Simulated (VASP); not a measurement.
# Al2O3 (P-6m2) in VASP: notebook, part 2 of 2

VASP 6.6.1.

## 3. Single point, revPBE+D4

This run uses another cell than the first one, of 10.15 Å³/atom.

INCAR

```
SYSTEM = Al2O3
ALGO     = Normal         ! electronic algorithm
EDIFF    = 1E-6           ! SCF threshold, eV
ENCUT    = 600            ! plane-wave cutoff, eV
GGA      = RE             ! functional
GGA_COMPAT= .False.      
ISIF     = 2              ! what is computed and relaxed
ISMEAR   = -1             ! smearing method
IVDW     = 13             ! dispersion correction
LASPH    = .True.         ! aspherical terms in the spheres
LCHARG   = .False.        ! write CHGCAR
LREAL    = .False.        ! projectors in reciprocal space
LWAVE    = .False.        ! write WAVECAR
NBANDS   = 20             ! bands
NELM     = 120            ! most SCF steps
PREC     = Accurate       ! precision mode
SIGMA    = 0.05           ! smearing width, eV
```

KPOINTS

```
k-points
0
Gamma
  11 11 3
  0 0 0
```

POSCAR

```
Al2O3
1.0
    2.8611203574      0.0000000000      0.0000000000
   -1.4305601787      2.4778029128      0.0000000000
    0.0000000000      0.0000000000      7.1566814145
Al O
2 3
Direct
    0.0000000000      0.0000000000      0.8060054561
    0.0000000000      0.0000000000      0.1939945439
    0.3333333333      0.6666666667      0.7103216739
    0.6666666667      0.3333333333      0.0000000000
    0.3333333333      0.6666666667      0.2896783261
```

Potentials or basis: VASP PAW PBE potentials, release 64 (Al, O).

On the command line:

```
> cat potpaw_PBE.64/Al/POTCAR potpaw_PBE.64/O/POTCAR > POTCAR
> mpirun -np 1 vasp_std > vasp.out
```

OUTCAR:

```text
SYSTEM = Al2O3
   EDIFF = 1E-6
   ENCUT = 600
   GGA = RE
   ISIF = 2
   ISMEAR = -1
   IVDW = 13
   LASPH = .True.
   LREAL = .False.
   NELM = 120
   PREC = Accurate

 ion  position               nearest neighbor table
   1  0.000  0.000  0.806-   3 1.79   3 1.79   3 1.79   4 2.16   4 2.16   4 2.16   2 2.78
   2  0.000  0.000  0.194-   5 1.79   5 1.79   5 1.79   4 2.16   4 2.16   4 2.16   1 2.78
   3  0.333  0.667  0.710-   1 1.79   1 1.79   1 1.79
   4  0.667  0.333  0.000-   1 2.16   2 2.16   1 2.16   2 2.16   1 2.16   2 2.16
   5  0.333  0.667  0.290-   2 1.79   2 1.79   2 1.79

  LATTYP: Found a hexagonal cell.
 ALAT       =     2.8611203574
 C/A-ratio  =     2.5013562942

  Lattice vectors:

 A1 = (   2.8611203574,   0.0000000000,   0.0000000000)
 A2 = (  -1.4305601787,   2.4778029128,   0.0000000000)
 A3 = (   0.0000000000,   0.0000000000,   7.1566814145)

Analysis of symmetry for initial positions (statically):
=====================================================================
 Subroutine PRICEL returns:
 Original cell was already a primitive cell.

 Routine SETGRP: Setting up the symmetry group for a
 hexagonal supercell.

 Subroutine GETGRP returns: Found 12 space group operations
 (whereof 12 operations were pure point group operations)
 out of a pool of 24 trial point group operations.

The static configuration has the point symmetry D_3h.

Analysis of symmetry for dynamics (positions and initial velocities):
=====================================================================
 Subroutine PRICEL returns:
 Original cell was already a primitive cell.

 Routine SETGRP: Setting up the symmetry group for a
 hexagonal supercell.

 Subroutine GETGRP returns: Found 12 space group operations
 (whereof 12 operations were pure point group operations)
 out of a pool of 24 trial point group operations.

The dynamic configuration has the point symmetry D_3h.

 Subroutine INISYM returns: Found 12 space group operations
 (whereof 12 operations are pure point group operations),
 and found     1 'primitive' translations

----------------------------------------------------------------------------------------

                                     Primitive cell

  volume of cell :      50.7358

  direct lattice vectors                    reciprocal lattice vectors
     2.861120357  0.000000000  0.000000000     0.349513434  0.201791675  0.000000000
    -1.430560179  2.477802913  0.000000000     0.000000000  0.403583350  0.000000000
     0.000000000  0.000000000  7.156681415     0.000000000  0.000000000  0.139729568

  length of vectors
     2.861120357  2.861120357  7.156681415     0.403583350  0.403583350  0.139729568

  position of ions in fractional coordinates (direct lattice)
     0.000000000  0.000000000  0.806005456
     0.000000000  0.000000000  0.193994544
     0.333333333  0.666666667  0.710321674
     0.666666667  0.333333333  0.000000000
     0.333333333  0.666666667  0.289678326

  ion indices of the primitive-cell ions
   primitive index   ion index
                 1           1
                 2           2
                 3           3
                 4           4
                 5           5

----------------------------------------------------------------------------------------

 KPOINTS: k-points

Automatic generation of k-mesh.
 Grid dimensions read from file:
 generate k-points for:   11   11    3

 Generating k-lattice:

  Cartesian coordinates                     Fractional coordinates (reciprocal lattice)
     0.031773949  0.018344698  0.000000000     0.090909091  0.000000000  0.000000000
     0.000000000  0.036689395  0.000000000     0.000000000  0.090909091  0.000000000
     0.000000000  0.000000000  0.046576523     0.000000000  0.000000000  0.333333333

  Length of vectors
     0.036689395  0.036689395  0.046576523

  Shift w.r.t. Gamma in fractional coordinates (k-lattice)
     0.000000000  0.000000000  0.000000000

 Subroutine IBZKPT returns following result:
 ===========================================

 Found     32 irreducible k-points:

 Following reciprocal coordinates:
            Coordinates               Weight
  0.000000  0.000000  0.000000      1.000000
  0.090909  0.000000  0.000000      6.000000
  0.181818 -0.000000  0.000000      6.000000
  0.272727  0.000000  0.000000      6.000000
  0.363636  0.000000  0.000000      6.000000
  0.454545  0.000000  0.000000      6.000000
[... 16 lines left out ...]
  0.090909  0.090909  0.333333     12.000000
  0.181818  0.090909  0.333333     24.000000
 [... further k-points ...]
   k-points           NKPTS =     32   k-points in BZ     NKDIM =     32   number of bands    NBANDS=     20
   number of dos      NEDOS =    301   number of ions     NIONS =      5
   total plane-waves  NPLWV =  34560
   dimension x,y,z NGX =    24 NGY =   24 NGZ =   60
   dimension x,y,z NGXF=    48 NGYF=   48 NGZF=  120
   ions per type =               2   3
   NGX,Y,Z   is equivalent  to a cutoff of  13.95, 13.95, 13.94 a.u.
   NGXF,Y,Z  is equivalent  to a cutoff of  27.89, 27.89, 27.88 a.u.
 SYSTEM =  Al2O3
   PREC   = accura    normal or accurate (medium, high low for compatibility)
   ISTART =      0    job   : 0-new  1-cont  2-samecut
   ICHARG =      2    charge: 1-file 2-atom 10-const
   ISPIN  =      1    spin polarized calculation?
   LNONCOLLINEAR =      F non collinear calculations
   LSORBIT =      F    spin-orbit coupling
   LASPH  =      T    aspherical Exc in radial PAW
   ENCUT  =  600.0 eV  44.10 Ry    6.64 a.u.   5.71  5.71 14.29*2*pi/ulx,y,z
   NELM   =    120;   NELMIN=  2; NELMDL= -5     # of ELM steps
   EDIFF  = 0.1E-05   stopping-criterion for ELM
   LREAL  =      F    real-space projection
[... 7 lines left out ...]
   TEBEG  =    0.0;   TEEND  =   0.0 temperature during run
   PSTRESS=    0.0 pullay stress
   NELECT =      24.0000    total number of electrons
   NUPDOWN=      -1.0000    fix difference up-down
   EMIN   =  10.00;   EMAX   =-10.00  energy-range for DOS
   EFERMI =   0.00;   METHOD = LEGACY
   ISMEAR =    -1;   SIGMA  =   0.05  broadening in eV -4-tet -1-fermi 0-gaus
   EFERMI_NEDOS =   21; number of points for ismear=-14 and -15
   IALGO  =     38    algorithm
   IMIX   =      4    mixing-type and parameters
     AMIX     =   0.40;   BMIX     =  1.00
     AMIX_MAG =   1.60;   BMIX_MAG =  1.00
  volume/ion in A,a.u.               =      10.15        68.48
  Fermi-wavevector in a.u.,A,eV,Ry     =   1.275578  2.410493 22.138033  1.627099
  Thomas-Fermi vector in A             =   2.408282
   LORBIT       =      0    0 simple, 1 ext, 2 COOP (PROOUT), +10 PAW based schemes
   GGA     = RE    functional components
   LHFCALC =     F    Hartree Fock is set to
   AEXX    =    0.0000 exact exchange contribution
   IVDW    =    13    specifies the selected vdW correction
   LEPSILON=     F    determine dielectric tensor
   LRPA    =     F    only Hartree local field effects (RPA)
 non-spin polarized calculation
  energy-cutoff  :      600.00
  volume of cell :       50.74
 maximum number of plane-waves:      1702
 NGX is ok and might be reduce to    24
   NGX = 11   NGY = 11   NGZ = 29

 number of electron      24.0000001 magnetization

 Free energy of the ion-electron system (eV)
  ---------------------------------------------------
  ext. energy  EPLUGINS =         0.00000000
  ---------------------------------------------------
  free energy    TOTEN  =       -34.78682811 eV

  energy without entropy =      -34.78682811  energy(sigma->0) =      -34.78682811

 E-fermi :   5.3145     XC(G=0): -10.2769

 val. band max:        4.2369580690   @ k =   0.0909   0.0909   0.0000
 cond. band min:       8.8438172015   @ k =   0.0000   0.0000   0.0000
 fundamental gap:      4.6068591325
 Fermi energy:         5.3144683630

 k-point     1 :       0.0000    0.0000    0.0000
  band No.  band energies     occupation
      1     -14.9771      2.00000
      2     -13.7904      2.00000
      3     -12.7465      2.00000
      4      -1.0359      2.00000
      5       1.4526      2.00000
      6       2.4740      2.00000
[... 12 lines left out ...]
     19      19.0946      0.00000
[... 513 lines left out ...]
      4      -0.9860      2.00000
      5       0.1121      2.00000
      6       0.8713      2.00000
[... 12 lines left out ...]
     19      17.7960      0.00000
     20      19.3909      0.00000

 [... further k-points ...]

------------------------ aborting loop because EDIFF is reached ----------------------------------------

  DFT-D4 for vdW energy calculation

  Edisp (eV):   -2.27419

  FORCE on cell =-STRESS in cart. coord.  units (eV):
  Direction    XX          YY          ZZ          XY          YZ          ZX
  --------------------------------------------------------------------------------------
  -------------------------------------------------------------------------------------
  Total      -0.16738    -0.16738    -0.21728     0.00000     0.00000     0.00000
  in kB      -5.28577    -5.28577    -6.86151     0.00000     0.00000     0.00000
  external pressure =       -5.81 kB  Pullay stress =        0.00 kB

 VOLUME and BASIS-vectors are now :
 -----------------------------------------------------------------------------
  energy-cutoff  :      600.00
  volume of cell :       50.74
      direct lattice vectors                 reciprocal lattice vectors
     2.861120357  0.000000000  0.000000000     0.349513434  0.201791675  0.000000000
    -1.430560179  2.477802913  0.000000000     0.000000000  0.403583350  0.000000000
     0.000000000  0.000000000  7.156681415     0.000000000  0.000000000  0.139729568

 POSITION                                       TOTAL-FORCE (eV/Angst)
 -----------------------------------------------------------------------------------
      0.00000      0.00000      5.76832        -0.000000      0.000000     -0.051033
      0.00000      0.00000      1.38836        -0.000000      0.000000      0.051033
     -0.00000      1.65187      5.08355        -0.000000     -0.000000      0.058968
      1.43056      0.82593      0.00000         0.000000     -0.000000      0.000000
     -0.00000      1.65187      2.07314        -0.000000     -0.000000     -0.058968
 -----------------------------------------------------------------------------------
    total drift:                                0.000000     -0.000000      0.000000

  FREE ENERGIE OF THE ION-ELECTRON SYSTEM (eV)
  ---------------------------------------------------
  free  energy   TOTEN  =       -37.0610154799 eV

  energy  without entropy=      -37.0610154798  energy(sigma->0) =      -37.06101548
```

Wall time 15 s (1 thread of Intel Xeon 6975P-C (Granite Rapids), shared host); peak memory 0.18 GiB.

What came out:

* Free energy: -37.0610 eV
* Pressure: -0.6 GPa
* Largest force: 0.059 eV/Å
* Band gap on the k mesh: 4.61 eV (least direct gap 4.71 eV)
* Dispersion energy per atom: -0.455 eV

Forces in eV/Å, atoms in the order of the input:
```
Al   0.000  0.000 -0.051
Al   0.000  0.000  0.051
O    0.000  0.000  0.059
O    0.000  0.000  0.000
O    0.000  0.000 -0.059
```

Caveat: the PAW data sets were made with another functional, which shifts forces and pressure a little; an odd mesh through Γ misses points on the zone boundary, where band edges can lie.

## 4. Single point, PBEsol+D4

This run uses another cell than the first one, of 10.29 Å³/atom.

INCAR

```
SYSTEM = Al2O3
PREC = Accurate ; ENCUT = 600
EDIFF = 1E-6 ; ISMEAR = -1
SIGMA = 0.05 ; LREAL = .False.
LASPH = .True. ; NELM = 120
ALGO = Normal ; ISIF = 2
LWAVE = .False. ; LCHARG = .False.
GGA = PS ; IVDW = 13
NBANDS = 20 ; GGA_COMPAT = .False.
```

KPOINTS

```
Automatic mesh
0
Gamma
  11 11 3
  0 0 0
```

POSCAR

```
Al2O3
1.0
    2.8523129997      0.0000000000      0.0000000000
   -1.4261564999      2.4701755172      0.0000000000
    0.0000000000      0.0000000000      7.3015877669
Al O
2 3
Direct
    0.0000000000      0.0000000000      0.8106863269
    0.0000000000      0.0000000000      0.1893136731
    0.3333333333      0.6666666667      0.7175545830
    0.6666666667      0.3333333333      0.0000000000
    0.3333333333      0.6666666667      0.2824454170
```

On the command line:

```
> cat potpaw_PBE.64/Al/POTCAR potpaw_PBE.64/O/POTCAR > POTCAR
> mpirun -np 1 vasp_std > vasp.out
```

Run time: 15 s. Hardware: 1 thread of Intel Xeon 6975P-C (Granite Rapids), shared host; peak memory 0.18 GiB.

The run converged. Its results:

- Free energy: -38.7692 eV
- Pressure: 0.1 GPa
- Largest force: 0.033 eV/Å
- Band gap on the k mesh: 4.62 eV (least direct gap 4.77 eV)
- Dispersion energy per atom: -0.129 eV

Forces in eV/Å, atoms in the order of the input:
```
Al   0.000  0.000 -0.033
Al   0.000  0.000  0.033
O    0.000  0.000  0.017
O    0.000  0.000  0.000
O    0.000  0.000 -0.017
```

Stress tensor (GPa, compression positive):
```
 0.30  0.00  0.00
 0.00  0.30  0.00
 0.00  0.00 -0.39
```

Levels at points of the mesh, in eV from the valence-band top:
```tsv
k point	band 8	band 9	band 10	band 11	band 12	band 13	band 14	band 15	band 16	band 17
(0.00, 0.00, 0.00)	-1.39	-1.39	-0.82	-0.82	-0.15	4.62	7.53	8.46	11.67	13.77
```

Caveat: the PAW data sets were made with another functional, which shifts forces and pressure a little; an odd mesh through Γ misses points on the zone boundary, where band edges can lie.

## 5. Overview

```csv
level,cell,gap on the mesh (eV),pressure (GPa),largest force (eV/Å)
RPBE+D3(BJ),"a = 2.824, b = 2.824, c = 7.157 Å, angles 90.0, 90.0, 120.0°, 5 atoms, atomic positions A",4.84,-0.7,0.06
revPBE+D4,"a = 2.861, b = 2.861, c = 7.157 Å, angles 90.0, 90.0, 120.0°, 5 atoms, atomic positions B",4.61,-0.6,0.06
PBEsol+D4,"a = 2.852, b = 2.852, c = 7.302 Å, angles 90.0, 90.0, 120.0°, 5 atoms, atomic positions C",4.62,0.1,0.03
```

Alike in all rows: task single point; potentials or basis VASP PAW PBE potentials, release 64 (Al, O); no spin polarisation; k mesh 11 × 11 × 3; cutoff (eV) 600; smearing fermi-dirac 0.05 eV.

Caveats: the PAW data sets were made with another functional, which shifts forces and pressure a little; an odd mesh through Γ misses points on the zone boundary, where band edges can lie.

Total energies depend on the potentials used, so only differences within one code and one set of settings carry meaning.
